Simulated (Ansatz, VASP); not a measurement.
ZnO in VASP and in Ansatz

Contents of INCAR:

```
  ALGO = Normal
  EDIFF = 1E-6
  ENCUT = 520
  GGA = PE
  ISIF = 2
  ISMEAR = 0
  LASPH = T
  LCHARG = F
  LREAL = F
  LWAVE = F
  NBANDS = 26
  NELM = 80
  PREC = Accurate
  SIGMA = 0.02
```

Contents of KPOINTS:

```
k-points
0
Gamma
  12 12 6
```

The input POSCAR:

```
ZnO
1.0
    3.4761542002      0.0000000000      0.0000000000
   -1.7380771001      3.0104378448      0.0000000000
    0.0000000000      0.0000000000      4.9543813392
Zn O
2 2
Direct
    0.6666666667      0.3333333333      0.4852170670
    0.3333333333      0.6666666667     -0.0147829330
    0.6666666667      0.3333333333      0.8950929330
    0.3333333333      0.6666666667      0.3950929330
```

Input for Ansatz:

```yaml
crystal:
  lattice:
    - [3.4761542002, 0.0, 0.0]
    - [-1.7380771001, 3.0104378448, 0.0]
    - [0.0, 0.0, 4.9543813392]
  atoms:
    - { symbol: Zn, position: [0.6666666667, 0.3333333333, 0.485217067] }
    - { symbol: Zn, position: [0.3333333333, 0.6666666667, -0.014782933] }
    - { symbol: O, position: [0.6666666667, 0.3333333333, 0.895092933] }
    - { symbol: O, position: [0.3333333333, 0.6666666667, 0.395092933] }
basis:
  ecutwfc: 420
kpoints:
  mp_grid: { grid: [12, 12, 6] }
  band_path: { path: [VBM, CBM], npoints: 2 }
hamiltonian:
  xc: pbe
scf:
  occupations: { method: gaussian, width: 0.02 }
output:
  forces: true
  stress: true
  eigenvalues: true
checkpoint:
  read: start.run
  write: ck
  compress: false
  write_wavefunctions: false
  write_every: 100000
```

Alike in both runs: task single point; functional PBE; k mesh 12 × 12 × 6; occupations gaussian, width 0.02 eV; no spin polarisation.

|  | VASP | Ansatz |
| --- | --- | --- |
| version | VASP 6.6.1 | Ansatz 0.2.0 |
| potentials or method | VASP PAW PBE potentials, release 64 (Zn, O), cutoff 520 eV | scalar-relativistic, plane waves, PAW |
| valence electrons in the cell | 36 | 36 |

Ansatz gave:

- gap on the k mesh at the Fermi level (eV): 0.74
- least direct gap on the mesh (eV): 0.74
- pressure (GPa): -6.8
- traceless stress, the component that is largest in VASP (GPa): 6.75
- rms of the force components (eV/Å): 0.000

Task: Estimate VASP's values.

Result: gap on the k mesh at the Fermi level (eV): 0.72; least direct gap on the mesh (eV): 0.72; pressure (GPa): -6.0; traceless stress, the component that is largest in VASP (GPa): 6.83; rms of the force components (eV/Å): 0.013.

Atom by atom the forces differ by 0.013 eV/Å (rms over components).
